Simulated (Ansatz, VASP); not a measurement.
## One calculation of BaO3, two programs

```
CELL_PARAMETERS angstrom
1.78980 -2.18130 0.00000
1.78980 2.18130 0.00000
0.00000 0.00000 8.53080
ATOMIC_POSITIONS crystal
Ba 0.00000 0.00000 0.50000
O 0.50000 0.50000 0.27140
O 0.00000 0.00000 0.00000
O 0.50000 0.50000 0.72860
```

Change from the starting cell: species swapped into the BeFe3 type (Cmmm, No. 65).

Alike in both runs: task single point; functional PBE; k mesh 6 × 6 × 2; occupations gaussian, width 0.1 eV; collinear spin.

```csv
,VASP,Ansatz
version,VASP 6.6.1,Ansatz 0.2.0
potentials or method,"VASP PAW PBE potentials, release 64 (Ba_sv, O), cutoff 520 eV","scalar-relativistic, plane waves, PAW"
valence electrons in the cell,28,28
```

|  | VASP | Ansatz | Ansatz less VASP |
| --- | --- | --- | --- |
| gap on the k mesh at the Fermi level (eV) | none | none | - |
| pressure (GPa) | 11.5 | 9.0 | -2.49 |
| traceless stress, the component that is largest in VASP (GPa) | -28.19 | -27.09 | +1.100 |
| rms of the force components (eV/Å) | 0.566 | 0.620 | +0.0546 |
| net moment per atom (μB) | 0.53 | 1.00 | +0.475 |
| size of the moment on the site where the two differ most (μB) | 0.00 | 0.97 | +0.965 |

The net moments are unlike, so the other rows may belong to different states. Site moments also hang on the region over which each program counts them. Atom by atom the forces differ by 0.055 eV/Å (rms over components). A gap of «none» marks a metal or a gap that the smearing closes.

The k mesh is coarse, so the values compare programs but aren't converged. Spin-orbit coupling is off throughout.
